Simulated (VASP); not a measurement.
# Na (Im-3m) in VASP: a series of runs

Aim: see how the results for Na move with the level of theory and the settings. Levels: PBE, PBEsol+D4. Tasks: relaxation of cell and atoms, single point.

Program: VASP 6.6.1. These are calculated values, not measurements. Logs are shortened: lines on timing, memory, paths and dates and some standing lists are left out, and cuts for length are marked.

## (1) The cell of the first run

The structure is cubic, space group Im-3m (No. 229). Conventional cell: a = 4.282 Å, b = 4.282 Å, c = 4.282 Å, α = 90.00°, β = 90.00°, γ = 90.00°. Within 4.9 Å of Na (site symmetry m-3m) lie 14 Na at 3.71 to 4.28 Å.

## (2) Relaxation of cell and atoms, PBE, target pressure 10 GPa, at which the enthalpy is minimised

INCAR reads:

```
ALGO     = Normal         # electronic algorithm
EDIFF    = 1E-6           # SCF threshold, eV
EDIFFG   = -0.01          # ionic threshold
ENCUT    = 600            # plane-wave cutoff, eV
GGA      = PE             # functional
IBRION   = 2              # ionic algorithm
ISIF     = 3              # what is computed and relaxed
ISMEAR   = -1             # smearing method
LASPH    = T              # aspherical terms in the spheres
LCHARG   = F              # write CHGCAR
LREAL    = F              # projectors in reciprocal space
LWAVE    = F              # write WAVECAR
NELM     = 60             # most SCF steps
NSW      = 60             # ionic steps
PREC     = Accurate       # precision mode
PSTRESS  = 100.0        
SIGMA    = 0.05           # smearing width, eV
```

KPOINTS reads:

```
k-points
0
Gamma
  9 9 9
```

POSCAR reads:

```
Na
1.0
   -2.1410000000      2.1410000000      2.1410000000
    2.1410000000     -2.1410000000      2.1410000000
    2.1410000000      2.1410000000     -2.1410000000
Na
1
Direct
    0.0000000000      0.0000000000      0.0000000000
```

Potentials or basis: VASP PAW PBE potentials, release 64 (Na_pv).

On the command line:

```bash
cat potpaw_PBE.64/Na_pv/POTCAR > POTCAR
mpirun -np 1 vasp_std > vasp.out
```

OUTCAR:

```text
EDIFF = 1E-6
   EDIFFG = -0.01
   ENCUT = 600
   GGA = PE
   IBRION = 2
   ISIF = 3
   ISMEAR = -1
   LASPH = T
   LREAL = F
   NELM = 60
   NSW = 60
   PREC = Accurate
   PSTRESS = 100.0

 ion  position               nearest neighbor table
   1  0.000  0.000  0.000-

  LATTYP: Found a body centered cubic cell.
 ALAT       =     4.2820000000

  Lattice vectors:

 A1 = (  -2.1410000000,   2.1410000000,   2.1410000000)
 A2 = (   2.1410000000,  -2.1410000000,   2.1410000000)
 A3 = (   2.1410000000,   2.1410000000,  -2.1410000000)

Analysis of symmetry for initial positions (statically):
=====================================================================
 Subroutine PRICEL returns:
 Original cell was already a primitive cell.

 Routine SETGRP: Setting up the symmetry group for a
 body centered cubic supercell.

 Subroutine GETGRP returns: Found 48 space group operations
[... 9 lines left out ...]

 Routine SETGRP: Setting up the symmetry group for a
 body centered cubic supercell.

 Subroutine GETGRP returns: Found 48 space group operations
[... 11 lines left out ...]
                                     Primitive cell

  volume of cell :      39.2564

  direct lattice vectors                    reciprocal lattice vectors
    -2.141000000  2.141000000  2.141000000     0.000000000  0.233535731  0.233535731
     2.141000000 -2.141000000  2.141000000     0.233535731  0.000000000  0.233535731
     2.141000000  2.141000000 -2.141000000     0.233535731  0.233535731  0.000000000

  length of vectors
     3.708320779  3.708320779  3.708320779     0.330269398  0.330269398  0.330269398

  position of ions in fractional coordinates (direct lattice)
     0.000000000  0.000000000  0.000000000

  ion indices of the primitive-cell ions
   primitive index   ion index
                 1           1

----------------------------------------------------------------------------------------

 KPOINTS: k-points

Automatic generation of k-mesh.
 Grid dimensions read from file:
 generate k-points for:    9    9    9

 Generating k-lattice:

  Cartesian coordinates                     Fractional coordinates (reciprocal lattice)
     0.000000000  0.025948415  0.025948415     0.111111111  0.000000000  0.000000000
     0.025948415  0.000000000  0.025948415     0.000000000  0.111111111  0.000000000
     0.025948415  0.025948415  0.000000000     0.000000000  0.000000000  0.111111111

  Length of vectors
     0.036696600  0.036696600  0.036696600

  Shift w.r.t. Gamma in fractional coordinates (k-lattice)
     0.000000000  0.000000000  0.000000000

 Subroutine IBZKPT returns following result:
 ===========================================

 Found     35 irreducible k-points:

 Following reciprocal coordinates:
            Coordinates               Weight
  0.000000  0.000000  0.000000      1.000000
  0.111111  0.000000  0.000000     12.000000
  0.222222  0.000000  0.000000     12.000000
  0.333333  0.000000  0.000000     12.000000
  0.444444  0.000000  0.000000     12.000000
  0.111111  0.111111  0.000000     24.000000
[... 16 lines left out ...]
 -0.333333  0.444444  0.111111     48.000000
 -0.444444 -0.444444  0.111111     24.000000
 [... further k-points ...]
   k-points           NKPTS =     35   k-points in BZ     NKDIM =     35   number of bands    NBANDS=      7
   number of dos      NEDOS =    301   number of ions     NIONS =      1
   total plane-waves  NPLWV =  27000
   dimension x,y,z NGX =    30 NGY =   30 NGZ =   30
   dimension x,y,z NGXF=    60 NGYF=   60 NGZF=   60
   ions per type =               1
   NGX,Y,Z   is equivalent  to a cutoff of  13.45, 13.45, 13.45 a.u.
   NGXF,Y,Z  is equivalent  to a cutoff of  26.90, 26.90, 26.90 a.u.
 SYSTEM =  unknown system
   PREC   = accura    normal or accurate (medium, high low for compatibility)
   ISTART =      0    job   : 0-new  1-cont  2-samecut
   ICHARG =      2    charge: 1-file 2-atom 10-const
   ISPIN  =      1    spin polarized calculation?
   LNONCOLLINEAR =      F non collinear calculations
   LSORBIT =      F    spin-orbit coupling
   LASPH  =      T    aspherical Exc in radial PAW
   ENCUT  =  600.0 eV  44.10 Ry    6.64 a.u.   7.41  7.41  7.41*2*pi/ulx,y,z
   NELM   =     60;   NELMIN=  2; NELMDL= -5     # of ELM steps
   EDIFF  = 0.1E-05   stopping-criterion for ELM
   LREAL  =      F    real-space projection
   EDIFFG = -.1E-01   stopping-criterion for IOM
   NSW    =     60    number of steps for IOM
   IBRION =      2    ionic relax: 0-MD 1-quasi-New 2-CG
   NFREE  =      1    steps in history (QN), initial steepest desc. (CG)
   ISIF   =      3    stress and relaxation
   ISYM   =      2    0-nonsym 1-usesym 2-fastsym
   POTIM  = 0.5000    time-step for ionic-motion
   TEBEG  =    0.0;   TEEND  =   0.0 temperature during run
   PSTRESS=  100.0 pullay stress
   NELECT =       7.0000    total number of electrons
   NUPDOWN=      -1.0000    fix difference up-down
[... 2 lines left out ...]
   ISMEAR =    -1;   SIGMA  =   0.05  broadening in eV -4-tet -1-fermi 0-gaus
   EFERMI_NEDOS =   21; number of points for ismear=-14 and -15
   IALGO  =     38    algorithm
   IMIX   =      4    mixing-type and parameters
     AMIX     =   0.40;   BMIX     =  1.00
     AMIX_MAG =   1.60;   BMIX_MAG =  1.00
  volume/ion in A,a.u.               =      39.26       264.91
  Fermi-wavevector in a.u.,A,eV,Ry     =   0.921448  1.741284 11.552251  0.849066
  Thomas-Fermi vector in A             =   2.046866
   LORBIT       =      0    0 simple, 1 ext, 2 COOP (PROOUT), +10 PAW based schemes
   GGA     = PE    functional components
   LHFCALC =     F    Hartree Fock is set to
   AEXX    =    0.0000 exact exchange contribution
   IVDW    =     0    specifies the selected vdW correction
   LEPSILON=     F    determine dielectric tensor
   LRPA    =     F    only Hartree local field effects (RPA)
 conjugate gradient relaxation of ions
 non-spin polarized calculation
  energy-cutoff  :      600.00
  volume of cell :       39.26
 maximum number of plane-waves:      1329
 NGX is ok and might be reduce to    30
   NGX = 15   NGY = 15   NGZ = 15

--------------------------------------- Ionic step        1  -------------------------------------------

 number of electron       7.0000007 magnetization

 Free energy of the ion-electron system (eV)
  ---------------------------------------------------
  ext. energy  EPLUGINS =         0.00000000
  ---------------------------------------------------
  free energy    TOTEN  =        -1.31454653 eV

  energy without entropy =       -1.31126415  energy(sigma->0) =       -1.31290534

------------------------ aborting loop because EDIFF is reached ----------------------------------------

  FORCE on cell =-STRESS in cart. coord.  units (eV):
  Direction    XX          YY          ZZ          XY          YZ          ZX
  --------------------------------------------------------------------------------------
  -------------------------------------------------------------------------------------
  Total       -0.1090064     -0.1090064     -0.1090064      0.0000000      0.0000000      0.0000000
  in kB       -4.4488988     -4.4488988     -4.4488988      0.0000000      0.0000000      0.0000000
  external PRESSURE =    -104.4488988 kB  Pullay stress =     100.0000000 kB
[... 90 lines left out ...]
  FREE ENERGIE OF THE ION-ELECTRON SYSTEM (eV)
  ---------------------------------------------------
  free  energy   TOTEN  =        -1.0597065714 eV

  energy  without entropy=       -1.0571659913  energy(sigma->0) =       -1.05843628

  enthalpy is  TOTEN    =         0.3828597309 eV   P V=        1.4425663023

[... ionic steps 4 to 12 ...]

--------------------------------------- Ionic step       13  -------------------------------------------

 number of electron       7.0000003 magnetization

------------------------ aborting loop because EDIFF is reached ----------------------------------------

  FORCE on cell =-STRESS in cart. coord.  units (eV):
  Direction    XX          YY          ZZ          XY          YZ          ZX
  --------------------------------------------------------------------------------------
  -------------------------------------------------------------------------------------
  Total        1.3711010      1.3711010      1.3711010      0.0000000      0.0000000      0.0000000
  in kB       97.7356261     97.7356261     97.7356261      0.0000000      0.0000000      0.0000000
  external PRESSURE =      -2.2643739 kB  Pullay stress =     100.0000000 kB
[... 59 lines left out ...]
  enthalpy is  TOTEN    =         0.3798067380 eV   P V=        1.4009021436

--------------------------------------- Ionic step       15  -------------------------------------------

 number of electron       7.0000004 magnetization

 Free energy of the ion-electron system (eV)
  ---------------------------------------------------
  ext. energy  EPLUGINS =         0.00000000
  ---------------------------------------------------
  free energy    TOTEN  =        -1.01722278 eV

  energy without entropy =       -1.01471907  energy(sigma->0) =       -1.01597092

 E-fermi :   2.2555     XC(G=0):  -7.9898

 val. band max:        2.1480933818   @ k =  -0.3333   0.4444   0.1111
 cond. band min:       2.4119074895   @ k =   0.4444   0.0000   0.0000
 fundamental gap:      0.2638141076
 Fermi energy:         2.2555325353

 k-point     1 :       0.0000    0.0000    0.0000
  band No.  band energies     occupation
      1     -22.4636      2.00000
      2     -22.4636      2.00000
      3     -22.4636      2.00000
      4      -2.2427      2.00000
      5      17.6624      0.00000
      6      17.6624      0.00000
      7      17.6624      0.00000
[... 221 lines left out ...]
 k-point    24 :      -0.4444   -0.4444    0.1111
  band No.  band energies     occupation
      1     -22.6318      2.00000
      2     -22.5492      2.00000
      3     -22.4923      2.00000
      4       3.9001      0.00000
      5       4.8156      0.00000
      6       9.5364      0.00000
      7      14.2277      0.00000

 [... further k-points ...]
[... 5 lines left out ...]
  --------------------------------------------------------------------------------------
  -------------------------------------------------------------------------------------
  Total        1.3897316      1.3897316      1.3897316      0.0000000      0.0000000     -0.0000000
  in kB       99.4813038     99.4813038     99.4813038      0.0000000      0.0000000     -0.0000000
  external PRESSURE =      -0.5186962 kB  Pullay stress =     100.0000000 kB
[... 16 lines left out ...]
  FREE ENERGIE OF THE ION-ELECTRON SYSTEM (eV)
  ---------------------------------------------------
  free  energy   TOTEN  =        -1.0172227831 eV

  energy  without entropy=       -1.0147190652  energy(sigma->0) =       -1.01597092

  enthalpy is  TOTEN    =         0.3797548399 eV   P V=        1.3969776230

 reached required accuracy - stopping structural energy minimisation
```

Wall time 96 s (1 thread of Intel Xeon 8259CL, shared host); peak memory 0.17 GiB.

What came out:

```yaml
Free_energy: -1.0172 eV
Relaxed_volume: 22.38 Å³/atom
Relaxed_cell: a = 3.075 Å, b = 3.075 Å, c = 3.075 Å, α = 109.47°, β = 109.47°, γ = 109.47°
Space_group_after_relaxing_to_0.05_Å: Im-3m (No. 229)
Energy_change_on_relaxing_the_enthalpy_is_what_falls: +297.3 meV/atom
Ionic_steps: 15
Pressure_after_relaxing: 9.9 GPa
```

The path:
| step | energy change (eV) | largest force (eV/Å) | pressure (GPa) | volume (Å³) |
| --- | --- | --- | --- | --- |
| 1 | 0.0000 | 0.0000 | -0.44 | 39.26 |
| 2 | 0.1174 | 0.0000 | 4.80 | 26.44 |
| 3 | 0.2548 | 0.0000 | 8.71 | 23.11 |
| 4 | 0.3062 | 0.0000 | 10.16 | 22.24 |
| 5 | 0.2889 | 0.0000 | 9.56 | 22.52 |
| 6 | 0.2892 | 0.0000 | 9.75 | 22.51 |
| 7 | 0.2897 | 0.0000 | 9.78 | 22.51 |
| 8 | 0.2897 | 0.0000 | 9.71 | 22.51 |
| 9 | 0.2897 | 0.0000 | 9.70 | 22.51 |
| 10 | 0.2899 | 0.0000 | 9.69 | 22.50 |
| 11 | 0.2901 | 0.0000 | 9.68 | 22.50 |
| 12 | 0.2906 | 0.0000 | 9.74 | 22.49 |
| 13 | 0.2915 | 0.0000 | 9.77 | 22.48 |
| 14 | 0.2935 | 0.0000 | 9.83 | 22.44 |
| 15 | 0.2973 | 0.0000 | 9.95 | 22.38 |

Final structure:
```
CELL_PARAMETERS angstrom
-1.77533 1.77533 1.77533
1.77533 -1.77533 1.77533
1.77533 1.77533 -1.77533
ATOMIC_POSITIONS crystal
Na 0.00000 0.00000 0.00000
```

Levels at points of the mesh, in eV from the Fermi level:
```
           k point  band 1  band 2  band 3  band 4  band 5  band 6
(0.00, 0.00, 0.00)  -24.72  -24.72  -24.72   -4.50   15.41   15.41
```

Caveat: the cell is relaxed towards a set pressure, so the enthalpy falls and the energy may rise; the volume moved by over 15 % at a fixed basis, so the end points are rough.

[end of part 1 of 2]
